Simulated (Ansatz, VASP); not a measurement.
# One calculation of Sn2Sb, two programs

The input INCAR:

```
ALGO = Normal ; EDIFF = 1E-7
EDIFFG = -0.04 ; ENCUT = 600
GGA = PE ; IBRION = 2
ISIF = 3 ; ISMEAR = 0
LASPH = T ; LCHARG = F
LREAL = F ; LWAVE = F
NELM = 100 ; NSW = 90
PREC = Accurate ; SIGMA = 0.1
```

Contents of KPOINTS:

```
k-points
0
Gamma
  6 6 6
```

The input POSCAR:

```
Sn2Sb
1.0
    1.7674579377      1.0204423161      6.8433296059
   -1.7674579377      1.0204423161      6.8433296059
    0.0000000000     -2.0408846321      6.8433296059
Sn Sb
2 1
Direct
    0.7484000000      0.7484000000      0.7484000000
    0.5849000000      0.5849000000      0.5849000000
    0.0000000000      0.0000000000      0.0000000000
```

Input for Ansatz:

```yaml
crystal:
  lattice:
    - [1.7674579377, 1.0204423161, 6.8433296059]
    - [-1.7674579377, 1.0204423161, 6.8433296059]
    - [0.0, -2.0408846321, 6.8433296059]
  atoms:
    - { symbol: Sn, position: [0.7484, 0.7484, 0.7484] }
    - { symbol: Sn, position: [0.5849, 0.5849, 0.5849] }
    - { symbol: Sb, position: [0.0, 0.0, 0.0] }
basis:
  ecutwfc: 420
kpoints:
  mp_grid: { grid: [6, 6, 6] }
hamiltonian:
  xc: pbe
scf:
  occupations: { method: gaussian, width: 0.1 }
  lower_state_search: "off"
output:
  forces: true
  stress: true
  eigenvalues: true
relax:
  adjacent_minimum: "off"
  f_tol: 0.04
  max_steps: 70
  cell: { stress_tol: 0.4 }
```

Alike in both runs: task relaxation of cell and atoms; functional PBE; k mesh 6 × 6 × 6; occupations gaussian, width 0.1 eV; no spin polarisation.

```csv
,VASP,Ansatz
version,VASP 6.6.1,Ansatz 0.2.0
potentials or method,"VASP PAW PBE potentials, release 64 (Sn_d, Sb), cutoff 600 eV","scalar-relativistic, plane waves, PAW"
valence electrons in the cell,33,43
```

```tsv
	VASP	Ansatz	Ansatz less VASP
gap on the k mesh at the Fermi level, each at its own relaxed structure (eV)	none	none	-
relaxed volume (Å³/atom)	30.41	30.57	+0.155
relaxed length of the cell vector where the two differ most in proportion (Å)	6.372	6.369	-0.0030
```

A gap of «none» marks a metal or a gap that the smearing closes. VASP's potentials hold 33 valence electrons a cell and Ansatz's 43, so a difference there can come from the potentials and not from the codes.

Neither program's run includes spin-orbit coupling. Noted on VASP's run: the volume moved by over 15 % at a fixed basis, so the end points are rough.
